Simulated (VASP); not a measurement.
# SnO2 in VASP: settings compared, part 2 of 2

VASP 6.6.1.

## 3. Relaxation of cell and atoms, revPBE

Input file INCAR:

```
SYSTEM = SnO2
ALGO = Normal ; EDIFF = 1E-6
EDIFFG = -0.01 ; ENCUT = 600
GGA = RE ; IBRION = 2
ISIF = 3 ; ISMEAR = -1
LASPH = .TRUE. ; LCHARG = .FALSE.
LREAL = .FALSE. ; LWAVE = .FALSE.
NELM = 80 ; NSW = 60
PREC = Accurate ; SIGMA = 0.05
```

Input file KPOINTS:

```
k-points
0
G
  10 10 10
  0 0 0
```

Input file POSCAR:

```
SnO2
1.0
    1.6170930752      0.9336291223      4.8005925840
   -1.6170930752      0.9336291223      4.8005925840
    0.0000000000     -1.8672582446      4.8005925840
Sn O
1 2
Direct
    0.5000000000      0.5000000000      0.5000000000
    0.7628300000      0.7628300000      0.7628300000
    0.2371700000      0.2371700000      0.2371700000
```

Potentials or basis: VASP PAW PBE potentials, release 64 (Sn_d, O).

Command:

```sh
cat potpaw_PBE.64/Sn_d/POTCAR potpaw_PBE.64/O/POTCAR > POTCAR
mpirun -np 1 vasp_std > vasp.out
```

OUTCAR:

```text
SYSTEM = SnO2
   EDIFF = 1E-6
   EDIFFG = -0.01
   ENCUT = 600
   GGA = RE
   IBRION = 2
   ISIF = 3
   ISMEAR = -1
   LASPH = .TRUE.
   LREAL = .FALSE.
   NELM = 80
   NSW = 60
   PREC = Accurate

 ion  position               nearest neighbor table
   1  0.500  0.500  0.500-   3 2.13   3 2.13   2 2.13   2 2.13   3 2.13   2 2.13
   2  0.763  0.763  0.763-   1 2.13   1 2.13   1 2.13
   3  0.237  0.237  0.237-   1 2.13   1 2.13   1 2.13

  LATTYP: Found a trigonal (rhomboedric) cell.
 ALAT       =     5.1509554948
 COS(alpha) =     0.8028828391

  Lattice vectors:

 A1 = (   1.6170930752,   0.9336291223,   4.8005925840)
 A2 = (  -1.6170930752,   0.9336291223,   4.8005925840)
 A3 = (   0.0000000000,  -1.8672582446,   4.8005925840)

Analysis of symmetry for initial positions (statically):
=====================================================================
 Subroutine PRICEL returns:
 Original cell was already a primitive cell.

 Routine SETGRP: Setting up the symmetry group for a
 trigonal (rhombohedral) supercell.

 Subroutine GETGRP returns: Found 12 space group operations
 (whereof 12 operations were pure point group operations)
 out of a pool of 12 trial point group operations.

The static configuration has the point symmetry D_3d.
[... 174 lines left out ...]
  external PRESSURE =      21.9082912 kB  Pullay stress =       0.0000000 kB
[... 92 lines left out ...]
  FREE ENERGIE OF THE ION-ELECTRON SYSTEM (eV)
  ---------------------------------------------------
  free  energy   TOTEN  =       -17.2586540478 eV

  energy  without entropy=      -17.2586540475  energy(sigma->0) =      -17.25865405

[... ionic steps 4 to 13 ...]

--------------------------------------- Ionic step       14  -------------------------------------------

 number of electron      25.9999993 magnetization

------------------------ aborting loop because EDIFF is reached ----------------------------------------
[... 69 lines left out ...]
--------------------------------------- Ionic step       16  -------------------------------------------

 number of electron      25.9999994 magnetization

 Free energy of the ion-electron system (eV)
  ---------------------------------------------------
  ext. energy  EPLUGINS =         0.00000000
  ---------------------------------------------------
  free energy    TOTEN  =       -17.27893057 eV

  energy without entropy =      -17.27893057  energy(sigma->0) =      -17.27893057

 E-fermi :   3.0380     XC(G=0):  -8.8159

 val. band max:        1.8775191730   @ k =  -0.2000   0.2000   0.0000
 cond. band min:       4.0960187165   @ k =   0.0000   0.0000   0.0000
 fundamental gap:      2.2184995435
 Fermi energy:         3.0380112408

 k-point     1 :       0.0000    0.0000    0.0000
  band No.  band energies     occupation
      1     -18.1049      2.00000
      2     -17.8995      2.00000
      3     -17.8995      2.00000
      4     -17.7466      2.00000
      5     -17.7466      2.00000
      6     -15.9169      2.00000
[... 457 lines left out ...]
      4     -17.7720      2.00000
      5     -17.6615      2.00000
      6     -15.0186      2.00000
[... 9 lines left out ...]
     16      11.6935      0.00000
     17      13.5473      0.00000

 [... further k-points ...]
[... 5 lines left out ...]
  --------------------------------------------------------------------------------------
  -------------------------------------------------------------------------------------
  Total        0.0142963      0.0142963      0.0091641      0.0000000     -0.0000000      0.0000000
  in kB        0.4586800      0.4586800      0.2940176      0.0000000     -0.0000000      0.0000000
  external PRESSURE =       0.4037925 kB  Pullay stress =       0.0000000 kB
[... 18 lines left out ...]
  FREE ENERGIE OF THE ION-ELECTRON SYSTEM (eV)
  ---------------------------------------------------
  free  energy   TOTEN  =       -17.2789305736 eV

  energy  without entropy=      -17.2789305736  energy(sigma->0) =      -17.27893057

 reached required accuracy - stopping structural energy minimisation
```

OSZICAR:

```text
N       E                     dE             d eps       ncg     rms          rms(c)
DAV:   1     0.265757135594E+03    0.26576E+03   -0.15676E+04  3996   0.245E+03
DAV:   2     0.643502076898E+01   -0.25932E+03   -0.25166E+03  4643   0.519E+02
[... 148 lines left out ...]
  15 F= -.17278913E+02 E0= -.17278913E+02  d E =-.439640E-04
       N       E                     dE             d eps       ncg     rms          rms(c)
DAV:   1    -0.172789865949E+02   -0.73004E-04   -0.76560E-03  4025   0.840E-01    0.487E-02
DAV:   2    -0.172789521303E+02    0.34465E-04   -0.17583E-04  5095   0.209E-01    0.285E-02
DAV:   3    -0.172789303068E+02    0.21824E-04   -0.39421E-05  5672   0.111E-01    0.482E-03
DAV:   4    -0.172789305736E+02   -0.26679E-06   -0.41977E-06  4475   0.207E-02
  16 F= -.17278931E+02 E0= -.17278931E+02  d E =-.611653E-04
```

Wall time 57 min (1 thread of Intel Xeon Platinum 8375C at 2.90GHz (Ice Lake), shared host); peak memory 0.35 GiB.

What came out:

* Free energy: -17.2789 eV
* Relaxed volume: 16.65 Å³/atom
* Relaxed cell: a = 5.778 Å, b = 5.778 Å, c = 5.778 Å, α = 32.65°, β = 32.65°, γ = 32.65°
* Space group after relaxing (to 0.1 Å): R-3m (No. 166)
* Energy gained by relaxing: 8.2 meV/atom
* Ionic steps: 16
* Pressure after relaxing: 0.0 GPa
* Band gap on the k mesh: 2.22 eV (least direct gap 2.53 eV)

The path:
```tsv
step	energy change (eV)	largest force (eV/Å)	pressure (GPa)	volume (Å³)
1	0.0000	0.0377	2.19	43.49
2	0.0004	0.2598	-1.96	44.75
3	-0.0043	0.1111	0.08	44.09
4	-0.0054	0.0832	0.10	44.23
5	-0.0076	0.0003	0.17	44.63
6	-0.0068	0.1679	0.26	45.45
7	-0.0081	0.0725	0.20	44.97
8	-0.0088	0.0693	0.18	45.08
9	-0.0108	0.0613	0.08	45.41
10	-0.0143	0.0465	-0.06	46.08
11	-0.0195	0.0225	-0.22	47.40
12	-0.0243	0.0005	-0.35	50.04
13	-0.0224	0.1018	1.30	49.57
14	-0.0245	0.0253	0.06	49.92
15	-0.0245	0.0126	-0.02	49.95
16	-0.0246	0.0007	0.04	49.94
```

Final structure:
```yaml
crystal:
  lattice:
    - [1.62406, 0.93765, 5.46551]
    - [-1.62406, 0.93765, 5.46551]
    - [0.00000, -1.87530, 5.46551]
  atoms:
    - { symbol: Sn, position: [0.50000, 0.50000, 0.50000] }
    - { symbol: O, position: [0.77123, 0.77123, 0.77123] }
    - { symbol: O, position: [0.22877, 0.22877, 0.22877] }
```

Caveat: the PAW data sets were made with another functional, which shifts forces and pressure a little; spin-orbit coupling is left out, which moves the levels of the heavy elements. A k mesh can miss the band edges.

## 4. Single point, PBE+TS (last atom moved by 0.04 Å along z, cell strained by +1.0% along z)

Input file INCAR:

```
  GGA = PE
  IVDW = 2
  ISMEAR = 0
  SIGMA = 0.03
  LWAVE = False
  LCHARG = False
  ISIF = 2
  PREC = Accurate
  LASPH = True
  LREAL = False
  ALGO = Normal
  EDIFF = 1E-6
  NELM = 120
  GGA_COMPAT = False
  ENCUT = 520
  EFERMI = MIDGAP
```

Input file KPOINTS:

```
Automatic mesh
0
Gamma
  8 8 8
  0 0 0
```

Input file POSCAR:

```
SnO2
1.0
    1.6170930752      0.9336291223      4.8485985098
   -1.6170930752      0.9336291223      4.8485985098
    0.0000000000     -1.8672582446      4.8485985098
Sn O
1 2
Direct
    0.5000000000      0.5000000000      0.5000000000
    0.7628300000      0.7628300000      0.7628300000
    0.2399474300      0.2399474300      0.2399474300
```

Command:

```sh
cat potpaw_PBE.64/Sn_d/POTCAR potpaw_PBE.64/O/POTCAR > POTCAR
mpirun -np 1 vasp_std > vasp.out
```

It took 79 s on 1 thread of Intel Xeon Platinum 8488C (Sapphire Rapids), shared host; peak memory 0.26 GiB.

Results (log left out):

- Free energy: -18.5905 eV
- Pressure: -4.2 GPa
- Largest force: 0.640 eV/Å
- Band gap on the k mesh: 1.87 eV (least direct gap 1.95 eV)
- Hirshfeld charges: Sn +0.59; O -0.29, -0.30 e
- Dispersion energy per atom: -0.137 eV

Forces on the atoms (eV/Å):
```
Sn   0.000  0.000  0.388
O    0.000  0.000  0.252
O    0.000  0.000 -0.640
```

Stress tensor (GPa, compression positive):
```
-3.39  0.00  0.00
 0.00 -3.39  0.00
 0.00  0.00 -5.78
```

Levels at points of the mesh, in eV from the valence-band top:
```csv
k point,band 10,band 11,band 12,band 13,band 14,band 15,band 16,band 17
"(0.00, 0.00, 0.00)",-1.21,-0.79,-0.79,-0.07,1.87,5.65,10.98,10.98
"(0.50, 0.00, 0.00)",-2.78,-1.49,-0.58,-0.54,5.13,7.56,10.05,12.11
"(0.50, 0.50, 0.00)",-2.87,-1.17,-0.44,-0.01,4.87,6.79,10.55,11.34
"(0.50, 0.50, 0.50)",-1.27,-1.19,-0.75,-0.75,3.11,5.56,11.14,11.14
```

Caveat: the cell differs from its parent crystal (last atom moved by 0.04 Å along z, cell strained by +1.0% along z); the cell stands under tension; spin-orbit coupling is left out, which moves the levels of the heavy elements. A k mesh can miss the band edges.

## 5. Summary

| task | level | spin | cell | k mesh | cutoff (eV) | smearing | dipole correction | tolerance level | purpose | gap on the mesh (eV) | pressure (GPa) | largest force (eV/Å) |
| --- | --- | --- | --- | --- | --- | --- | --- | --- | --- | --- | --- | --- |
| single point | r2SCAN | non-collinear, zero start, SOC | a = 5.151 Å, angles 36.6°, 3 atoms, atomic positions A | 7 × 7 × 7 | 520 | fermi-dirac 0.05 eV | no | - | - | - | -6.3 | 0.55 |
| relaxation of cell and atoms | revPBE | off | relaxed from a = 5.151 Å, angles 36.6°, 3 atoms, atomic positions A | 10 × 10 × 10 | 600 | fermi-dirac 0.05 eV | no | - | - | 2.22 | 0.0 | - |
| single point | PBE+TS | off | a = 5.196 Å, angles 36.3°, 3 atoms, atomic positions B | 8 × 8 × 8 | 520 | gaussian 0.03 eV | - | screening | energy | 1.87 | -4.2 | 0.64 |

Alike in all rows: potentials or basis VASP PAW PBE potentials, release 64 (Sn_d, O).

Caveats: the cell stands under tension (at least some runs); the PAW data sets were made with another functional, which shifts forces and pressure a little (at least some runs); spin-orbit coupling is left out, which moves the levels of the heavy elements (at least some runs).

Absolute energies hang on the potentials; compare differences alone.
